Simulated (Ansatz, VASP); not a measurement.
**Two plane-wave programs on Ca**

```
CELL_PARAMETERS angstrom
-2.20520 2.20520 2.19611
2.20520 -2.20520 2.19611
2.20520 2.20520 -2.19611
ATOMIC_POSITIONS crystal
Ca 0.50000 0.50000 0.00000
```

Alike in both runs: functional r2SCAN0; k mesh 6 × 6 × 6; occupations fermi-dirac, width 0.01 eV; no spin polarisation.

|  | VASP | Ansatz |
| --- | --- | --- |
| version | VASP 6.6.1 | Ansatz 0.2.0 |
| potentials or method | VASP PAW PBE potentials, release 64 (Ca_sv) | Ansatz PAW |
| plane-wave cutoff (eV) | 440 | 500 |
| valence electrons in the cell | 10 | 10 |
| task | single point | projected density of states |

```tsv
	VASP	Ansatz	Ansatz less VASP
gap on the k mesh at the Fermi level (eV)	none	none	-
pressure (GPa)	0.9	1.0	+0.09
traceless stress, the component that is largest in VASP (GPa)	-0.13	-0.17	-0.034
```

VASP's potentials were made for PBE, not for r2SCAN0. A gap of «none» marks a metal or a gap that the smearing closes.
